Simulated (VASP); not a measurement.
# Fe (Im-3m) in VASP: single point with PBE

Aim: the single point of Fe with PBE.

All numbers are computed with VASP 6.6.1; they aren't measurements. Logs are shortened: lines on timing, memory, paths and dates and some standing lists are left out, and cuts for length are marked.

## Step 1: The cell of the first run

The structure is cubic, space group Im-3m (No. 229). Conventional cell: a = 2.899 Å, b = 2.899 Å, c = 2.899 Å, α = 90.00°, β = 90.00°, γ = 90.00°. Within 3.3 Å of Fe (site symmetry m-3m) lie 14 Fe at 2.51 to 2.90 Å.

## Step 2: Single point, PBE, non-collinear spin, typed start, spin-orbit coupling

Input file INCAR:

```
PREC     = Accurate       # precision mode
ENCUT    = 600            # plane-wave cutoff, eV
EDIFF    = 1E-6           # SCF threshold, eV
ISMEAR   = 0              # smearing method
SIGMA    = 0.1            # smearing width, eV
LREAL    = F              # projectors in reciprocal space
LASPH    = T              # aspherical terms in the spheres
NELM     = 200            # most SCF steps
ALGO     = Normal         # electronic algorithm
ISIF     = 2              # what is computed and relaxed
LWAVE    = F              # write WAVECAR
LCHARG   = F              # write CHGCAR
MAGMOM   = 0 0 2.2        # initial moments
LORBIT   = 11             # projections on sites
LSORBIT  = T              # spin-orbit coupling
GGA_COMPAT= F            
LORBMOM  = T            
LMAXMIX  = 4              # l up to which the mixer works
GGA      = PE             # functional
NBANDS   = 19             # bands
```

Input file KPOINTS:

```
regular mesh
0
Gamma
  5 5 5
```

Input file POSCAR:

```
Fe
1.0
   -1.4495000000      1.4495000000      1.4495000000
    1.4495000000     -1.4495000000      1.4495000000
    1.4495000000      1.4495000000     -1.4495000000
Fe
1
Direct
    0.0000000000      0.0000000000      0.0000000000
```

Potentials or basis: VASP PAW PBE potentials, release 64 (Fe).

Launch:

```sh
> cat potpaw_PBE.64/Fe/POTCAR > POTCAR
> mpirun -np 1 vasp_ncl > vasp.out
```

OUTCAR:

```text
PREC = Accurate
   ENCUT = 600
   EDIFF = 1E-6
   ISMEAR = 0
   LREAL = F
   LASPH = T
   NELM = 200
   ISIF = 2
   LORBIT = 11
   LSORBIT = T
   GGA = PE

 ion  position               nearest neighbor table
   1  0.000  0.000  0.000-

  LATTYP: Found a body centered cubic cell.
 ALAT       =     2.8990000000

  Lattice vectors:

 A1 = (  -1.4495000000,   1.4495000000,   1.4495000000)
 A2 = (   1.4495000000,  -1.4495000000,   1.4495000000)
 A3 = (   1.4495000000,   1.4495000000,  -1.4495000000)

Analysis of symmetry for initial positions (statically):
=====================================================================
 Subroutine PRICEL returns:
 Original cell was already a primitive cell.

 Routine SETGRP: Setting up the symmetry group for a
 body centered cubic supercell.

 Subroutine GETGRP returns: Found 48 space group operations
 (whereof 48 operations were pure point group operations)
 out of a pool of 48 trial point group operations.

The static configuration has the point symmetry O_h .

Analysis of symmetry for dynamics (positions and initial velocities):
=====================================================================
 Subroutine PRICEL returns:
 Original cell was already a primitive cell.

 Routine SETGRP: Setting up the symmetry group for a
 body centered cubic supercell.

 Subroutine GETGRP returns: Found 48 space group operations
 (whereof 48 operations were pure point group operations)
 out of a pool of 48 trial point group operations.

The dynamic configuration has the point symmetry O_h .

Analysis of structural, dynamic, and magnetic symmetry:
=====================================================================
 Subroutine PRICEL returns:
 Original cell was already a primitive cell.

 Routine SETGRP: Setting up the symmetry group for a
 body centered cubic supercell.

 Subroutine GETGRP returns: Found  8 space group operations
 (whereof  8 operations were pure point group operations)
 out of a pool of 48 trial point group operations.

The overall configuration has the point symmetry C_4h.

 Subroutine INISYM returns: Found  8 space group operations
 (whereof  8 operations are pure point group operations),
 and found     1 'primitive' translations

----------------------------------------------------------------------------------------

                                     Primitive cell

  volume of cell :      12.1819

  direct lattice vectors                    reciprocal lattice vectors
    -1.449500000  1.449500000  1.449500000     0.000000000  0.344946533  0.344946533
     1.449500000 -1.449500000  1.449500000     0.344946533  0.000000000  0.344946533
     1.449500000  1.449500000 -1.449500000     0.344946533  0.344946533  0.000000000

  length of vectors
     2.510607646  2.510607646  2.510607646     0.487828066  0.487828066  0.487828066

  position of ions in fractional coordinates (direct lattice)
     0.000000000  0.000000000  0.000000000

  ion indices of the primitive-cell ions
   primitive index   ion index
                 1           1

----------------------------------------------------------------------------------------

 KPOINTS: regular mesh

Automatic generation of k-mesh.
 Grid dimensions read from file:
 generate k-points for:    5    5    5

 Generating k-lattice:

  Cartesian coordinates                     Fractional coordinates (reciprocal lattice)
     0.000000000  0.068989307  0.068989307     0.200000000  0.000000000  0.000000000
     0.068989307  0.000000000  0.068989307     0.000000000  0.200000000  0.000000000
     0.068989307  0.068989307  0.000000000     0.000000000  0.000000000  0.200000000

  Length of vectors
     0.097565613  0.097565613  0.097565613

  Shift w.r.t. Gamma in fractional coordinates (k-lattice)
     0.000000000  0.000000000  0.000000000

[... 40 lines left out ...]
   ISPIN  =      1    spin polarized calculation?
   LNONCOLLINEAR =      T non collinear calculations
   LSORBIT =      T    spin-orbit coupling
   LASPH  =      T    aspherical Exc in radial PAW
   ENCUT  =  600.0 eV  44.10 Ry    6.64 a.u.   5.01  5.01  5.01*2*pi/ulx,y,z
   NELM   =    200;   NELMIN=  2; NELMDL= -5     # of ELM steps
   EDIFF  = 0.1E-05   stopping-criterion for ELM
   LREAL  =      F    real-space projection
   EDIFFG = 0.1E-04   stopping-criterion for IOM
   NSW    =      0    number of steps for IOM
   IBRION =     -1    ionic relax: 0-MD 1-quasi-New 2-CG
   NFREE  =      0    steps in history (QN), initial steepest desc. (CG)
   ISIF   =      2    stress and relaxation
   ISYM   =      2    0-nonsym 1-usesym 2-fastsym
   POTIM  = 0.5000    time-step for ionic-motion
   TEBEG  =    0.0;   TEEND  =   0.0 temperature during run
   PSTRESS=    0.0 pullay stress
   NELECT =       8.0000    total number of electrons
   NUPDOWN=      -1.0000    fix difference up-down
   EMIN   =  10.00;   EMAX   =-10.00  energy-range for DOS
   EFERMI =   0.00;   METHOD = LEGACY
   ISMEAR =     0;   SIGMA  =   0.10  broadening in eV -4-tet -1-fermi 0-gaus
   EFERMI_NEDOS =   21; number of points for ismear=-14 and -15
   IALGO  =     38    algorithm
   IMIX   =      4    mixing-type and parameters
     AMIX     =   0.40;   BMIX     =  1.00
     AMIX_MAG =   1.60;   BMIX_MAG =  1.00
  volume/ion in A,a.u.               =      12.18        82.21
  Fermi-wavevector in a.u.,A,eV,Ry     =   1.422984  2.689049 27.550203  2.024883
  Thomas-Fermi vector in A             =   2.543630
   LORBIT       =     11    0 simple, 1 ext, 2 COOP (PROOUT), +10 PAW based schemes
   GGA     = PE    functional components
   LHFCALC =     F    Hartree Fock is set to
   AEXX    =    0.0000 exact exchange contribution
   IVDW    =     0    specifies the selected vdW correction
   LEPSILON=     F    determine dielectric tensor
   LRPA    =     F    only Hartree local field effects (RPA)
 Gauss-broadening in eV      SIGMA  =   0.10
  energy-cutoff  :      600.00
  volume of cell :       12.18
 maximum number of plane-waves:       830
   NGX =  9   NGY =  9   NGZ =  9

 number of electron       7.9999995 magnetization       0.0000000      0.0000000      2.1682066

 number of electron       7.9999995 magnetization       0.0000000     -0.0000000      2.1680938

 Free energy of the ion-electron system (eV)
  ---------------------------------------------------
  ext. energy  EPLUGINS =         0.00000000
  ---------------------------------------------------
  free energy    TOTEN  =        -8.16243261 eV

  energy without entropy =       -8.15226999  energy(sigma->0) =       -8.15735130

 E-fermi :   5.0414     XC(G=0): -12.7342

 val. band max:        5.0234088988   @ k =   0.2000  -0.4000   0.4000
 cond. band min:       5.1330642839   @ k =   0.4000   0.0000   0.0000
 fundamental gap:      0.1096553851
 Fermi energy:         5.0414353625

 k-point     1 :       0.0000    0.0000    0.0000
  band No.  band energies     occupation
      1      -2.9258      1.00000
      2      -2.7171      1.00000
      3       2.9504      1.00000
      4       2.9744      1.00000
      5       3.0088      1.00000
      6       3.9707      1.00000
[... 439 lines left out ...]
      6       4.6578      1.00000
[... 11 lines left out ...]
     18      21.2907      0.00000
     19      21.9045      0.00000

------------------------ aborting loop because EDIFF is reached ----------------------------------------

  FORCE on cell =-STRESS in cart. coord.  units (eV):
  Direction    XX          YY          ZZ          XY          YZ          ZX
  --------------------------------------------------------------------------------------
  -------------------------------------------------------------------------------------
  Total       -0.9845933     -0.9845933     -0.9734038     -0.0000004     -0.0000000      0.0000000
  in kB     -129.4949393   -129.4949393   -128.0232898     -0.0000506     -0.0000000      0.0000000
  external PRESSURE =    -129.0043895 kB  Pullay stress =       0.0000000 kB

 VOLUME and BASIS-vectors are now :
 -----------------------------------------------------------------------------
  energy-cutoff  :      600.00
  volume of cell :       12.18
      direct lattice vectors                 reciprocal lattice vectors
    -1.449500000  1.449500000  1.449500000     0.000000000  0.344946533  0.344946533
     1.449500000 -1.449500000  1.449500000     0.344946533  0.000000000  0.344946533
     1.449500000  1.449500000 -1.449500000     0.344946533  0.344946533  0.000000000

 POSITION                                       TOTAL-FORCE (eV/Angst)
 -----------------------------------------------------------------------------------
      0.00000      0.00000      0.00000         0.000000      0.000000      0.000000
 -----------------------------------------------------------------------------------
    total drift:                                0.000000     -0.000000      0.000000

  FREE ENERGIE OF THE ION-ELECTRON SYSTEM (eV)
  ---------------------------------------------------
  free  energy   TOTEN  =        -8.1624326108 eV

  energy  without entropy=       -8.1522699927  energy(sigma->0) =       -8.15735130

 orbital moment (x)

 # of ion     p       d       tot
 ----------------------------------------
  1         0.000  -0.000  -0.000
 ----------------------------------------
            0.000  -0.000  -0.000

 orbital moment (y)

 # of ion     p       d       tot
 ----------------------------------------
  1         0.000   0.000   0.000
 ----------------------------------------
            0.000   0.000   0.000

 orbital moment (z)

 # of ion     p       d       tot
 ----------------------------------------
  1         0.000   0.053   0.053
 ----------------------------------------
            0.000   0.053   0.053

 Spin-Orbit-Coupling matrix elements

 Ion:    1  E_soc:     -0.0133890
 l=   1
     0.0000000    -0.0003207    -0.0002928
    -0.0003207     0.0000000    -0.0003207
    -0.0002928    -0.0003207     0.0000000
 l=   2
     0.0000000    -0.0005034     0.0000000    -0.0005034    -0.0013292
    -0.0005034     0.0000000    -0.0010961    -0.0004935    -0.0003693
     0.0000000    -0.0010961     0.0000000    -0.0010961     0.0000000
    -0.0005034    -0.0004935    -0.0010961     0.0000000    -0.0003693
    -0.0013292    -0.0003693     0.0000000    -0.0003693     0.0000000
 l=   3
     0.0000000     0.0000000     0.0000000     0.0000000     0.0000000     0.0000000     0.0000000
     0.0000000     0.0000000     0.0000000     0.0000000     0.0000000     0.0000000     0.0000000
     0.0000000     0.0000000     0.0000000     0.0000000     0.0000000     0.0000000     0.0000000
     0.0000000     0.0000000     0.0000000     0.0000000     0.0000000     0.0000000     0.0000000
     0.0000000     0.0000000     0.0000000     0.0000000     0.0000000     0.0000000     0.0000000
     0.0000000     0.0000000     0.0000000     0.0000000     0.0000000     0.0000000     0.0000000
     0.0000000     0.0000000     0.0000000     0.0000000     0.0000000     0.0000000     0.0000000

 total charge

# of ion       s       p       d       tot
------------------------------------------
    1        0.458   0.490   6.183   7.130

 magnetization (x)

# of ion       s       p       d       tot
------------------------------------------
    1        0.000   0.000  -0.000  -0.000

 magnetization (y)

# of ion       s       p       d       tot
------------------------------------------
    1        0.000   0.000  -0.000  -0.000

 magnetization (z)

# of ion       s       p       d       tot
------------------------------------------
    1       -0.012  -0.040   2.220   2.168
```

It took 24 s on 1 thread of Intel Xeon 6975P-C (Granite Rapids), shared host; peak memory 0.16 GiB.

Results:

| Item | Value |
| --- | --- |
| Free energy | -8.1624 eV |
| Pressure | -12.9 GPa |
| Net moment | 2.17 μB per cell |
| Valence electrons inside the program's atomic spheres | Fe 7.13 |

Stress tensor (GPa, compression positive):
```
-12.95   0.00   0.00
  0.00 -12.95   0.00
  0.00   0.00 -12.80
```

Moments on the atoms (μB; x, y, z):
```
Fe  0.00 0.00 2.17
```

Caveat: the k points lie up to 0.61 Å⁻¹ apart.
